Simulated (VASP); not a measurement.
# Ta (P1) in VASP: single point with LDA

Aim: the single point of Ta with LDA.

Program: VASP 6.6.1. These are calculated values, not measurements. Logs are shortened: lines on timing, memory, paths and dates and some standing lists are left out, and cuts for length are marked.

### Step 1. The cell of the first run

The typed cell holds 4 atoms: a = 2.854 Å, b = 2.807 Å, c = 10.263 Å, α = 90.42°, β = 89.63°, γ = 120.10°.

### Step 2. Single point, LDA (atoms moved at random and the cell strained at random)

Contents of INCAR:

```
SYSTEM = Ta
ALGO     = Fast           ! electronic algorithm
EDIFF    = 1E-7           ! SCF threshold, eV
ENCUT    = 520            ! plane-wave cutoff, eV
ISIF     = 2              ! what is computed and relaxed
ISMEAR   = 0              ! smearing method
LASPH    = .TRUE.         ! aspherical terms in the spheres
LCHARG   = .FALSE.        ! write CHGCAR
LREAL    = .FALSE.        ! projectors in reciprocal space
LWAVE    = .FALSE.        ! write WAVECAR
NBANDS   = 30             ! bands
NELM     = 60             ! most SCF steps
PREC     = Accurate       ! precision mode
SIGMA    = 0.15           ! smearing width, eV
```

Contents of KPOINTS:

```
k-points
0
G
  12 12 4
  0 0 0
```

Contents of POSCAR:

```
Ta
1.0
    2.8540732909      0.0111682711      0.0091898480
   -1.4173646390      2.4234070843     -0.0104663171
    0.0328020879     -0.0241993490     10.2634179553
Ta
4
Direct
    0.7102793891      0.3714635710      0.3763490899
    0.6272641344      0.3158362109      0.8672836997
    0.3249417035      0.6605783687      0.1262592086
    0.3375147730      0.6521218494      0.6301080018
```

Potentials or basis: VASP PAW LDA potentials, release 64 (Ta_pv).

The run is started by

```sh
> cat potpaw_LDA.64/Ta_pv/POTCAR > POTCAR
> mpirun -np 1 vasp_std > vasp.out
```

OUTCAR:

```text
SYSTEM = Ta
   EDIFF = 1E-7
   ENCUT = 520
   ISIF = 2
   ISMEAR = 0
   LASPH = .TRUE.
   LREAL = .FALSE.
   NELM = 60
   PREC = Accurate

 ion  position               nearest neighbor table
   1  0.710  0.371  0.376-   3 2.98   4 3.04   4 3.05   3 3.07   3 3.09   4 3.14
   2  0.627  0.316  0.867-   4 2.89   4 2.91   4 3.00   3 3.08   3 3.11   3 3.17
   3  0.325  0.661  0.126-   1 2.98   1 3.07   2 3.08   1 3.09   2 3.11   2 3.17
   4  0.338  0.652  0.630-   2 2.89   2 2.91   2 3.00   1 3.04   1 3.05   1 3.14

  LATTYP: Found a triclinic cell.
 ALAT       =     2.8268870761
 B/A-ratio  =     1.7471089997
 C/A-ratio  =     3.7569795317
 COS(alpha) =     0.0001549277
 COS(beta)  =     0.1278598658
 COS(gamma) =     0.8680160094

  Lattice vectors:

 A1 = (  -1.4367086519,  -2.4345753554,   0.0012764691)
 A2 = (  -4.2907819428,  -2.4457436265,  -0.0079133789)
 A3 = (   1.3845625511,  -2.3992077353, -10.2529516382)

Analysis of symmetry for initial positions (statically):
=====================================================================
 Subroutine PRICEL returns:
 Original cell was already a primitive cell.

 Routine SETGRP: Setting up the symmetry group for a
 triclinic supercell.

 Subroutine GETGRP returns: Found  1 space group operations
 (whereof  1 operations were pure point group operations)
 out of a pool of  2 trial point group operations.

The static configuration has the point symmetry C_1 .

Analysis of symmetry for dynamics (positions and initial velocities):
=====================================================================
 Subroutine PRICEL returns:
 Original cell was already a primitive cell.

 Routine SETGRP: Setting up the symmetry group for a
 triclinic supercell.

 Subroutine GETGRP returns: Found  1 space group operations
 (whereof  1 operations were pure point group operations)
 out of a pool of  2 trial point group operations.

The dynamic configuration has the point symmetry C_1 .

 Subroutine INISYM returns: Found  1 space group operations
 (whereof  1 operations are pure point group operations),
 and found     1 'primitive' translations

----------------------------------------------------------------------------------------

                                     Primitive cell
[... 87 lines left out ...]
   ISTART =      0    job   : 0-new  1-cont  2-samecut
   ICHARG =      2    charge: 1-file 2-atom 10-const
   ISPIN  =      1    spin polarized calculation?
   LNONCOLLINEAR =      F non collinear calculations
   LSORBIT =      F    spin-orbit coupling
   LASPH  =      T    aspherical Exc in radial PAW
   ENCUT  =  520.0 eV  38.22 Ry    6.18 a.u.   5.31  5.22 19.08*2*pi/ulx,y,z
   NELM   =     60;   NELMIN=  2; NELMDL= -5     # of ELM steps
   EDIFF  = 0.1E-06   stopping-criterion for ELM
   LREAL  =      F    real-space projection
   EDIFFG = 0.1E-05   stopping-criterion for IOM
   NSW    =      0    number of steps for IOM
   IBRION =     -1    ionic relax: 0-MD 1-quasi-New 2-CG
   NFREE  =      0    steps in history (QN), initial steepest desc. (CG)
   ISIF   =      2    stress and relaxation
   ISYM   =      2    0-nonsym 1-usesym 2-fastsym
   POTIM  = 0.5000    time-step for ionic-motion
   TEBEG  =    0.0;   TEEND  =   0.0 temperature during run
   PSTRESS=    0.0 pullay stress
   NELECT =      44.0000    total number of electrons
   NUPDOWN=      -1.0000    fix difference up-down
   EMIN   =  10.00;   EMAX   =-10.00  energy-range for DOS
   EFERMI =   0.00;   METHOD = LEGACY
   ISMEAR =     0;   SIGMA  =   0.15  broadening in eV -4-tet -1-fermi 0-gaus
   EFERMI_NEDOS =   21; number of points for ismear=-14 and -15
   IALGO  =     68    algorithm
   IMIX   =      4    mixing-type and parameters
     AMIX     =   0.40;   BMIX     =  1.00
     AMIX_MAG =   1.60;   BMIX_MAG =  1.00
  volume/ion in A,a.u.               =      17.79       120.03
  Fermi-wavevector in a.u.,A,eV,Ry     =   1.394770  2.635733 26.468549  1.945383
  Thomas-Fermi vector in A             =   2.518287
   LORBIT       =      0    0 simple, 1 ext, 2 COOP (PROOUT), +10 PAW based schemes
   GGA     = CA    functional components
   LHFCALC =     F    Hartree Fock is set to
   AEXX    =    0.0000 exact exchange contribution
   IVDW    =     0    specifies the selected vdW correction
   LEPSILON=     F    determine dielectric tensor
   LRPA    =     F    only Hartree local field effects (RPA)
 non-spin polarized calculation
 RMM-DIIS sequential band-by-band and
 Gauss-broadening in eV      SIGMA  =   0.15
  energy-cutoff  :      520.00
  volume of cell :       71.15
 maximum number of plane-waves:      1932
 NGX is ok and might be reduce to    24
   NGX = 11   NGY = 11   NGZ = 39

 number of electron      44.0000002 magnetization

 Free energy of the ion-electron system (eV)
  ---------------------------------------------------
  ext. energy  EPLUGINS =         0.00000000
  ---------------------------------------------------
  free energy    TOTEN  =       -50.05560943 eV

  energy without entropy =      -50.00294877  energy(sigma->0) =      -50.02927910

 E-fermi :   5.9153     XC(G=0): -12.8397

 val. band max:        5.9149606967   @ k =   0.1667   0.0833   0.5000
 cond. band min:       5.9204588433   @ k =   0.2500   0.1667   0.2500
 fundamental gap:      0.0054981465
 Fermi energy:         5.9153094348

 k-point     1 :       0.0000    0.0000    0.0000
  band No.  band energies     occupation
      1     -28.4664      2.00000
      2     -28.0700      2.00000
      3     -27.9194      2.00000
      4     -27.4759      2.00000
      5     -27.3184      2.00000
      6     -27.2754      2.00000
[... 781 lines left out ...]
     29      10.6514      0.00000
     30      11.0081      0.00000

 [... further k-points ...]
[... 5 lines left out ...]
  --------------------------------------------------------------------------------------
  -------------------------------------------------------------------------------------
  Total        0.6207749      0.4102367     -0.8353108     -0.3102164     -0.1901401     -0.0834166
  in kB       13.9789774      9.2379534    -18.8100241     -6.9856368     -4.2816870     -1.8784241
  external PRESSURE =       1.4689689 kB  Pullay stress =       0.0000000 kB

 VOLUME and BASIS-vectors are now :
 -----------------------------------------------------------------------------
  energy-cutoff  :      520.00
  volume of cell :       71.15
      direct lattice vectors                 reciprocal lattice vectors
     2.854073291  0.011168271  0.009189848     0.349578426  0.204453249 -0.000635195
    -1.417364639  2.423407084 -0.010466317    -0.001614174  0.411702329  0.000975881
     0.032802088 -0.024199349 10.263417955    -0.000314658  0.000236774  0.097434992

 POSITION                                       TOTAL-FORCE (eV/Angst)
 -----------------------------------------------------------------------------------
      1.51304      0.89903      3.86527         0.048889      0.167341      0.191854
      1.37105      0.75142      8.90375        -0.075193      0.041618      1.386469
     -0.00473      1.60142      1.29192        -0.030019     -0.100463     -0.412042
      0.05967      1.56888      6.46334         0.056322     -0.108496     -1.166280
 -----------------------------------------------------------------------------------
    total drift:                                0.000112      0.000037      0.000033

  FREE ENERGIE OF THE ION-ELECTRON SYSTEM (eV)
  ---------------------------------------------------
  free  energy   TOTEN  =       -50.0556094296 eV

  energy  without entropy=      -50.0029487691  energy(sigma->0) =      -50.02927910
```

stdout:

```text
POSCAR found type information on POSCAR Ta
 POSCAR found :  1 types and       4 ions
 scaLAPACK will be used
 LDA part: xc-table for (Slater(with rela. corr.)+CA(PZ))
 , standard interpolation
 POSCAR, INCAR and KPOINTS ok, starting setup
 FFT: planning ... GRIDC
 FFT: planning ... GRID_SOFT
 FFT: planning ... GRID
 WAVECAR not read
 entering main loop
```

It took 10 min on 1 thread of Intel Xeon 6975P-C, shared host; peak memory 0.52 GiB.

What came out:

* Free energy: -50.0556 eV
* Pressure: 0.1 GPa
* Largest force: 1.389 eV/Å
* Band gap on the k mesh: zero (band 22 reaches 6.81 eV, above the bottom of band 23 at 5.35 eV)

Forces on the atoms (eV/Å):
```
Ta   0.049  0.167  0.192
Ta  -0.075  0.042  1.386
Ta  -0.030 -0.100 -0.412
Ta   0.056 -0.108 -1.166
```

Caveat: the cell differs from its parent crystal (atoms moved at random and the cell strained at random); spin-orbit coupling is left out, which moves the levels of the heavy elements; forces of over 1 eV/Å act on the atoms, so gaps and moduli don't describe the material at rest.
